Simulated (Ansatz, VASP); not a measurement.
## Two plane-wave programs on SnO

```
Sn O
1.0
     3.01950    0.00000    0.00000
     0.00000    5.67410    0.00000
     0.00000    0.00000    4.22197
Sn O
2 2
Cartesian
  0.0000 1.3159 2.1665
  1.5098 4.3582 0.0555
  0.0000 5.0570 3.1110
  1.5098 0.6171 1.0000
```

Change from the starting cell: strain -0.1000 x Voigt [1, 0, 0, 0, 0, 0], atoms carried along.

Alike in both runs: task single point; functional PBEsol; k mesh 8 × 6 × 6; occupations gaussian, width 0.05 eV; no spin polarisation.

|  | VASP | Ansatz |
| --- | --- | --- |
| version | VASP 6.6.1 | Ansatz 0.2.0 |
| potentials or method | VASP PAW PBE potentials, release 64 (Sn_d, O), cutoff 520 eV | scalar-relativistic, plane waves, PAW |
| valence electrons in the cell | 40 | 40 |

VASP gave:

| Property | Result |
| --- | --- |
| gap on the k mesh at the Fermi level (eV) | 1.45 |
| least direct gap on the mesh (eV) | 1.80 |
| pressure (GPa) | 9.2 |
| traceless stress, the component that is largest in VASP (GPa) | 9.64 |
| rms of the force components (eV/Å) | 0.725 |

Which values does Ansatz return?

gap on the k mesh at the Fermi level (eV): 1.46; least direct gap on the mesh (eV): 1.82; pressure (GPa): 8.9; traceless stress, the component that is largest in VASP (GPa): 9.58; rms of the force components (eV/Å): 0.683.

VASP's potentials were made for PBE, not for PBEsol. Atom by atom the forces differ by 0.045 eV/Å (rms over components).
